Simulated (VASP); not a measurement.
Here is a VASP 6.6.1 calculation.

INCAR

```
SYSTEM = Mg6NO6
PREC     = Accurate       ! precision mode
ENCUT    = 520            ! plane-wave cutoff, eV
EDIFF    = 1E-6           ! SCF threshold, eV
ISMEAR   = 0              ! smearing method
SIGMA    = 0.05           ! smearing width, eV
LREAL    = Auto         
LASPH    = .True.         ! aspherical terms in the spheres
NELM     = 80             ! most SCF steps
ALGO     = Normal         ! electronic algorithm
ISIF     = 2              ! what is computed and relaxed
LWAVE    = .False.        ! write WAVECAR
LCHARG   = .False.        ! write CHGCAR
LDIPOL   = .True.       
IDIPOL   = 3            
DIPOL    = 0.5 0.5 0.308
GGA      = PE             ! functional
IVDW     = 12             ! dispersion correction
NBANDS   = 72             ! bands
```

The input KPOINTS:

```
regular mesh
0
Gamma
  6 6 1
  0 0 0
```

Contents of POSCAR:

```
Mg6NO6
1.0
    5.9515779654      0.0000000000      0.0000000000
   -2.9757889827      5.1542177107      0.0000000000
    0.0000000000      0.0000000000     24.5450895495
O Mg N
12 12 2
Direct
    0.1666666667      0.3333333333      0.1629653863
    0.1666666667      0.8333333333      0.1629653863
    0.6666666667      0.3333333333      0.1629653863
    0.6666666667      0.8333333333      0.1629653863
    0.0000000000      0.0000000000      0.2619555132
    0.0000000000      0.5000000000      0.2619555132
    0.5000000000      0.0000000000      0.2619555132
    0.5000000000      0.5000000000      0.2619555132
    0.3333333333      0.1666666667      0.3629884506
    0.3333333333      0.6666666667      0.3629884506
    0.8333333333      0.1666666667      0.3629884506
    0.8333333333      0.6666666667      0.3629884506
    0.3333333333      0.1666666667      0.2124604498
    0.3333333333      0.6666666667      0.2124604498
    0.8333333333      0.1666666667      0.2124604498
    0.8333333333      0.6666666667      0.2124604498
    0.1666666667      0.3333333333      0.3075949074
    0.1666666667      0.8333333333      0.3075949074
    0.6666666667      0.3333333333      0.3075949074
    0.6666666667      0.8333333333      0.3075949074
    0.0000000000      0.0000000000      0.4092504747
    0.0000000000      0.5000000000      0.4092504747
    0.5000000000      0.0000000000      0.4092504747
    0.5000000000      0.5000000000      0.4092504747
    0.0000000000      0.0833333333      0.5477710530
    0.0000000000      0.0833333333      0.5925865343
```

Potentials or basis: VASP PAW PBE potentials, release 64 (O, Mg, N).

Launch:

```console
$ cat potpaw_PBE.64/O/POTCAR potpaw_PBE.64/Mg/POTCAR potpaw_PBE.64/N/POTCAR > POTCAR
$ mpirun -np 1 vasp_std > vasp.out
```

Q: Predict the largest force.

A: 2.709 eV/Å.

Q: Predict the dispersion energy per atom.

A: -0.196 eV.

Q: Estimate the band gap on the k mesh.

A: Zero (bands 53 and 54 overlap by 0.50 eV).

Forces in eV/Å, atoms in the order of the input:
```
O    0.000  0.000  1.293
O    0.000  0.000  1.294
O    0.000  0.000  1.292
O    0.000  0.000  1.293
O   -0.001  0.002  1.442
O   -0.002 -0.004  1.443
O    0.001  0.004  1.445
O    0.002 -0.002  1.440
O   -0.025 -0.006  0.003
O    0.001 -0.005 -0.040
O    0.027 -0.009  0.029
O   -0.002  0.020 -0.015
Mg   0.000  0.001 -2.708
Mg   0.001 -0.001 -2.708
Mg   0.000  0.001 -2.709
Mg  -0.001 -0.001 -2.708
Mg   0.005  0.011  0.019
Mg   0.003 -0.006  0.026
Mg  -0.005  0.008  0.015
Mg  -0.003 -0.012  0.022
Mg   0.020 -0.037 -0.104
Mg  -0.019  0.044 -0.062
Mg  -0.023 -0.018 -0.051
Mg   0.018  0.018 -0.058
N    0.005 -0.011 -2.118
N   -0.002  0.004  2.225
```

Caveat: the standard files for N, O and F lose accuracy on very short bonds.
